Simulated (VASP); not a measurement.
# Ir (I4/mmm) in VASP: a series of runs, part 2 of 2

VASP 6.6.1.

**5. Single point, PBE (strain +0.0150 x Voigt [0, 0, 1, 0, 0, 0])**

INCAR reads:

```
SYSTEM = Ir
ALGO     = Normal         ! electronic algorithm
EDIFF    = 1E-6           ! SCF threshold, eV
ENCUT    = 520            ! plane-wave cutoff, eV
GGA      = PE             ! functional
ISIF     = 2              ! what is computed and relaxed
ISMEAR   = 0              ! smearing method
LASPH    = .TRUE.         ! aspherical terms in the spheres
LCHARG   = .FALSE.        ! write CHGCAR
LREAL    = .FALSE.        ! projectors in reciprocal space
LWAVE    = .FALSE.        ! write WAVECAR
NBANDS   = 10             ! bands
NELM     = 100            ! most SCF steps
PREC     = Accurate       ! precision mode
SIGMA    = 0.15           ! smearing width, eV
```

KPOINTS reads:

```
k-points
0
G
  22 22 22
  0 0 0
```

POSCAR reads:

```
Ir
1.0
    0.0000000000      1.9197000000      1.9484955000
    1.9197000000      0.0000000000      1.9484955000
    1.9197000000      1.9197000000      0.0000000000
Ir
1
Direct
    0.0000000000      0.0000000000      0.0000000000
```

Potentials or basis: VASP PAW PBE potentials, release 64 (Ir).

Run with:

```
> cat potpaw_PBE.64/Ir/POTCAR > POTCAR
> mpirun -np 1 vasp_std > vasp.out
```

OUTCAR:

```text
SYSTEM = Ir
   EDIFF = 1E-6
   ENCUT = 520
   GGA = PE
   ISIF = 2
   ISMEAR = 0
   LASPH = .TRUE.
   LREAL = .FALSE.
   NELM = 100
   PREC = Accurate

 ion  position               nearest neighbor table
   1  0.000  0.000  0.000-

  LATTYP: Found a body centered tetragonal cell.
 ALAT       =     2.7148657757
 C/A-ratio  =     1.4354267658

  Lattice vectors:

 A1 = (  -1.9197000000,   0.0000000000,   1.9484955000)
 A2 = (   1.9197000000,   0.0000000000,   1.9484955000)
 A3 = (   0.0000000000,   1.9197000000,  -1.9484955000)

Analysis of symmetry for initial positions (statically):
=====================================================================
 Subroutine PRICEL returns:
 Original cell was already a primitive cell.

 Routine SETGRP: Setting up the symmetry group for a
 body centered tetragonal supercell.

 Subroutine GETGRP returns: Found 16 space group operations
 (whereof 16 operations were pure point group operations)
 out of a pool of 16 trial point group operations.

The static configuration has the point symmetry D_4h.

Analysis of symmetry for dynamics (positions and initial velocities):
=====================================================================
 Subroutine PRICEL returns:
 Original cell was already a primitive cell.

 Routine SETGRP: Setting up the symmetry group for a
 body centered tetragonal supercell.

 Subroutine GETGRP returns: Found 16 space group operations
 (whereof 16 operations were pure point group operations)
 out of a pool of 16 trial point group operations.

The dynamic configuration has the point symmetry D_4h.

 Subroutine INISYM returns: Found 16 space group operations
 (whereof 16 operations are pure point group operations),
 and found     1 'primitive' translations

----------------------------------------------------------------------------------------

                                     Primitive cell

[... 105 lines left out ...]
   IALGO  =     38    algorithm
   IMIX   =      4    mixing-type and parameters
     AMIX     =   0.40;   BMIX     =  1.00
     AMIX_MAG =   1.60;   BMIX_MAG =  1.00
  volume/ion in A,a.u.               =      14.36        96.92
  Fermi-wavevector in a.u.,A,eV,Ry     =   1.400953  2.647418 26.703744  1.962670
  Thomas-Fermi vector in A             =   2.523863
   LORBIT       =      0    0 simple, 1 ext, 2 COOP (PROOUT), +10 PAW based schemes
   GGA     = PE    functional components
   LHFCALC =     F    Hartree Fock is set to
   AEXX    =    0.0000 exact exchange contribution
   IVDW    =     0    specifies the selected vdW correction
   LEPSILON=     F    determine dielectric tensor
   LRPA    =     F    only Hartree local field effects (RPA)
 non-spin polarized calculation
 Gauss-broadening in eV      SIGMA  =   0.15
  energy-cutoff  :      520.00
  volume of cell :       14.36
 maximum number of plane-waves:       397
   NGX = 11   NGY = 11   NGZ =  9

 number of electron       9.0000000 magnetization

 Free energy of the ion-electron system (eV)
  ---------------------------------------------------
  ext. energy  EPLUGINS =         0.00000000
  ---------------------------------------------------
  free energy    TOTEN  =        -8.84808744 eV

  energy without entropy =       -8.83549389  energy(sigma->0) =       -8.84179066

 E-fermi :  10.1188     XC(G=0): -13.8988

 val. band max:       10.1157185378   @ k =  -0.1364   0.3636   0.2273
 cond. band min:      10.1203161818   @ k =   0.4545   0.0000   0.4091
 fundamental gap:      0.0045976440
 Fermi energy:        10.1187787777

 k-point     1 :       0.0000    0.0000    0.0000
  band No.  band energies     occupation
      1      -0.8108      2.00000
      2       6.2229      2.00000
      3       6.4154      2.00000
      4       6.4154      2.00000
      5       8.8455      2.00000
      6       9.1003      2.00000
      7      24.5058      0.00000
      8      29.6930      0.00000
      9      30.1537      0.00000
     10      30.1537      0.00000
[... 287 lines left out ...]
 k-point    24 :      -0.4545    0.0455    0.0000
  band No.  band energies     occupation
      1       2.2835      2.00000
      2       6.1019      2.00000
      3       6.4180      2.00000
      4       8.9061      2.00000
      5      10.8419      0.00000
      6      11.5086      0.00000
      7      17.4299      0.00000
      8      24.2294      0.00000
      9      29.4322      0.00000
     10      30.1384      0.00000

 [... further k-points ...]
[... 5 lines left out ...]
  --------------------------------------------------------------------------------------
  -------------------------------------------------------------------------------------
  Total        0.5249877      0.5249877      0.0471420      0.0000000      0.0000000     -0.0000000
  in kB       58.5684326     58.5684326      5.2592297      0.0000000      0.0000000     -0.0000000
  external PRESSURE =      40.7986983 kB  Pullay stress =       0.0000000 kB

 VOLUME and BASIS-vectors are now :
 -----------------------------------------------------------------------------
  energy-cutoff  :      520.00
  volume of cell :       14.36
      direct lattice vectors                 reciprocal lattice vectors
     0.000000000  1.919700000  1.948495500    -0.260457363  0.260457363  0.256608240
     1.919700000  0.000000000  1.948495500     0.260457363 -0.260457363  0.256608240
     1.919700000  1.919700000  0.000000000     0.260457363  0.260457363 -0.256608240

 POSITION                                       TOTAL-FORCE (eV/Angst)
 -----------------------------------------------------------------------------------
      0.00000      0.00000      0.00000         0.000000      0.000000      0.000000
 -----------------------------------------------------------------------------------
    total drift:                                0.000000     -0.000000     -0.000000

  FREE ENERGIE OF THE ION-ELECTRON SYSTEM (eV)
  ---------------------------------------------------
  free  energy   TOTEN  =        -8.8480874410 eV

  energy  without entropy=       -8.8354938853  energy(sigma->0) =       -8.84179066
```

It took 95 s on 1 thread of Intel Xeon Platinum 8259CL at 2.50GHz (Skylake/Cascade Lake), shared host; peak memory 0.23 GiB.

Results:

```
Free energy : -8.8481 eV
Pressure    : 4.1 GPa
```

Stress tensor (GPa, compression positive):
```
5.86 0.00 0.00
0.00 5.86 0.00
0.00 0.00 0.53
```

Caveat: the cell differs from its parent crystal (strain +0.0150 x Voigt [0, 0, 1, 0, 0, 0]); spin-orbit coupling is left out, which moves the levels of the heavy elements.

**6. Single point, PBE (strain +0.0300 x Voigt [0, 0, 1, 0, 0, 0])**

INCAR reads:

```
PREC     = Accurate       # precision mode
ENCUT    = 520            # plane-wave cutoff, eV
EDIFF    = 1E-7           # SCF threshold, eV
ISMEAR   = 0              # smearing method
SIGMA    = 0.15           # smearing width, eV
LREAL    = False          # projectors in reciprocal space
LASPH    = True           # aspherical terms in the spheres
NELM     = 80             # most SCF steps
ALGO     = Fast           # electronic algorithm
ISIF     = 2              # what is computed and relaxed
LWAVE    = False          # write WAVECAR
LCHARG   = True           # write CHGCAR
GGA      = PE             # functional
LELF     = True           # ELF
LVHAR    = True         
NBANDS   = 10             # bands
```

KPOINTS reads:

```
regular mesh
0
Gamma
  22 22 22
```

POSCAR reads:

```
Ir
1.0
    0.0000000000      1.9197000000      1.9772910000
    1.9197000000      0.0000000000      1.9772910000
    1.9197000000      1.9197000000      0.0000000000
Ir
1
Direct
    0.0000000000      0.0000000000      0.0000000000
```

Potentials or basis: VASP PAW PBE potentials, release 64 (Ir).

Run with:

```
> cat potpaw_PBE.64/Ir/POTCAR > POTCAR
> mpirun -np 1 vasp_std > vasp.out
```

Wall time 2.3 min (1 thread of Intel Xeon Platinum 8259CL at 2.50GHz (Skylake/Cascade Lake), shared host); peak memory 0.24 GiB.

The run converged. Its results:

```yaml
Free_energy: -8.8433 eV
Pressure: -1.0 GPa
```

Stress tensor (GPa, compression positive):
```
 2.43  0.00  0.00
 0.00  2.43  0.00
 0.00  0.00 -7.84
```

Levels at points of the mesh, in eV from the Fermi level:
```tsv
k point	band 1	band 2	band 3	band 4	band 5	band 6	band 7	band 8	band 9
(0.00, 0.00, 0.00)	-10.77	-3.93	-3.55	-3.55	-1.37	-0.88	14.43	19.24	20.12
(0.50, 0.00, 0.00)	-7.76	-3.97	-3.58	-0.65	0.77	0.97	7.00	13.93	19.33
(0.50, 0.50, 0.00)	-7.57	-6.97	0.88	1.34	1.40	1.40	9.62	11.96	11.96
(0.50, 0.00, 0.50)	-7.53	-6.99	0.81	1.24	1.62	1.94	10.41	11.28	11.58
```

Caveat: the cell differs from its parent crystal (strain +0.0300 x Voigt [0, 0, 1, 0, 0, 0]); spin-orbit coupling is left out, which moves the levels of the heavy elements.

**7. Summary**

```csv
cell,gap on the mesh (eV),pressure (GPa)
"a = 2.654, b = 2.654, c = 2.715 Å, angles 59.2, 59.2, 61.5°, 1 atom",none,30.8
"a = 2.674, b = 2.674, c = 2.715 Å, angles 59.5, 59.5, 61.0°, 1 atom",none,23.1
"a = 2.695, b = 2.695, c = 2.715 Å, angles 59.8, 59.8, 60.5°, 1 atom",none,15.9
"a = 2.735, b = 2.735, c = 2.715 Å, angles 60.2, 60.2, 59.5°, 1 atom",none,4.1
"a = 2.756, b = 2.756, c = 2.715 Å, angles 60.5, 60.5, 59.0°, 1 atom",none,-1.0
```

Alike in all rows: task single point; level PBE; potentials or basis VASP PAW PBE potentials, release 64 (Ir); no spin polarisation; k mesh 22 × 22 × 22; cutoff (eV) 520; smearing gaussian 0.15 eV.

Caveats: spin-orbit coupling is left out, which moves the levels of the heavy elements.

Total energies depend on the potentials used, so only differences within one code and one set of settings carry meaning.
